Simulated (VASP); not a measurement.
Zn:

```
CELL_PARAMETERS angstrom
5.38867 0.00000 0.00000
-2.69434 4.66673 0.00000
0.00000 0.00000 4.17045
ATOMIC_POSITIONS crystal
Zn 0.65198 0.82599 0.25000
Zn 0.17401 0.34802 0.25000
Zn 0.82599 0.17401 0.75000
Zn 0.34802 0.17401 0.75000
Zn 0.82599 0.65198 0.75000
Zn 0.17401 0.82599 0.25000
```

This cell differs from its parent crystal: atoms taken out.

- Program: VASP 6.6.1
- Task: relaxation of cell and atoms
- Functional: PBE
- Potentials or basis: VASP PAW PBE potentials, release 64 (Zn)
- Cutoff: 600 eV
- k mesh: 6 × 6 × 8
- Occupations: gaussian, width 0.1 eV
- Spin: no spin polarisation

At the start: pressure 0.5 GPa; volume 17.48 Å³/atom.

**Question.** Where does the relaxation end?

**Answer.** Over 6 steps the energy falls by 2.6 meV/atom and the volume is 17.65 Å³/atom (+1.0 %); space group P6_3/mmc (No. 194, to 0.1 Å) before and after.

Step by step:
| step | energy change (eV) | largest force (eV/Å) | pressure (GPa) | volume (Å³) |
| --- | --- | --- | --- | --- |
| 1 | 0.0000 | 0.1058 | 0.48 | 104.88 |
| 2 | -0.0072 | 0.0660 | 0.15 | 105.67 |
| 3 | -0.0114 | 0.0035 | -0.46 | 106.94 |
| 4 | -0.0147 | 0.0094 | -0.23 | 106.37 |
| 5 | -0.0154 | 0.0268 | 0.10 | 105.72 |
| 6 | -0.0156 | 0.0211 | 0.05 | 105.89 |

Final structure:
```
Zn
1.0
     5.34901    0.00000    0.00000
    -2.67451    4.63238    0.00000
     0.00000    0.00000    4.27327
Zn
6
Direct
  0.65606 0.82803 0.25000
  0.17197 0.34394 0.25000
  0.82803 0.17197 0.75000
  0.34394 0.17197 0.75000
  0.82803 0.65606 0.75000
  0.17197 0.82803 0.25000
```

Caveat: the cell differs from its parent crystal (atoms taken out).
